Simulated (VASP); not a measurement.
Here is a VASP 6.6.1 calculation.

INCAR

```
SYSTEM = InSb
  PREC = Accurate
  ENCUT = 520
  EDIFF = 1E-6
  ISMEAR = 0
  SIGMA = 0.1
  LREAL = .False.
  LASPH = .True.
  NELM = 80
  ALGO = Fast
  ISIF = 2
  LWAVE = .False.
  LCHARG = .False.
  LDIPOL = .True.
  IDIPOL = 3
  DIPOL = 0.5 0.5 0.500
  GGA = PE
  NBANDS = 46
```

The input KPOINTS:

```
Automatic mesh
0
Gamma
  8 8 3
  0 0 0
```

Contents of POSCAR:

```
InSb
1.0
    4.6915474145      0.0000000000      0.0000000000
    0.0000000000      4.6915474145      0.0000000000
    0.0000000000      0.0000000000     26.6109874687
Sb In
4 4
Direct
    0.0000000000      0.5000000000      0.2818384702
    0.5000000000      0.0000000000      0.4065022015
    0.0000000000      0.5000000000      0.5311659328
    0.5000000000      0.0000000000      0.6558296641
    0.5000000000      0.5000000000      0.3441703359
    0.0000000000      0.0000000000      0.4688340672
    0.5000000000      0.5000000000      0.5934977985
    0.0000000000      0.0000000000      0.7181615298
```

Potentials or basis: VASP PAW PBE potentials, release 64 (Sb, In_d).

Launch:

```console
$ cat potpaw_PBE.64/Sb/POTCAR potpaw_PBE.64/In_d/POTCAR > POTCAR
$ mpirun -np 1 vasp_std > vasp.out
```

Q: Estimate the band gap on the k mesh.

A: Zero (bands 36 and 37 overlap by 0.63 eV).

Q: Predict the largest force.

A: 0.469 eV/Å.

Forces in eV/Å, atoms in the order of the input:
```
Sb   0.000  0.000  0.111
Sb   0.000  0.000  0.231
Sb   0.000  0.000  0.115
Sb   0.000  0.000 -0.360
In   0.000  0.000 -0.266
In   0.000  0.000 -0.153
In   0.000  0.000 -0.146
In   0.000  0.000  0.469
```

Caveat: spin-orbit coupling is left out, which moves the levels of the heavy elements.
